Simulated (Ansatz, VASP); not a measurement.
**Two plane-wave programs on SnO**

```xyz
4
Lattice="4.0306 0.0000 0.0000 0.0000 4.0306 0.0000 0.0000 0.0000 4.4691" Properties=species:S:1:pos:R:3 pbc="T T T"
Sn    0.0000    2.0153    1.0983
Sn    2.0153    0.0000    3.3708
O     0.0000    0.0000    0.0000
O     2.0153    2.0153    0.0000
```

Alike in both runs: task single point; functional LDA; k mesh 10 × 10 × 8; occupations gaussian, width 0.15 eV; no spin polarisation.

|  | VASP | Ansatz |
| --- | --- | --- |
| version | VASP 6.6.1 | Ansatz 0.2.0 |
| potentials or method | VASP PAW LDA potentials, release 64 (Sn_d, O_h), cutoff 910 eV | scalar-relativistic, plane waves, PAW |
| valence electrons in the cell | 40 | 40 |

```tsv
	VASP	Ansatz	Ansatz less VASP
gap on the k mesh at the Fermi level (eV)	0.60	0.62	+0.020
least direct gap on the mesh (eV)	1.63	1.66	+0.029
rms of the force components (eV/Å)	0.259	0.291	+0.0319
```

LDA's correlation is that of Perdew and Zunger in VASP and of Perdew and Wang (1992) in Ansatz. Atom by atom the forces differ by 0.032 eV/Å (rms over components).

Noted on VASP's run: the cutoff is short for stress, so the pressure is rough.
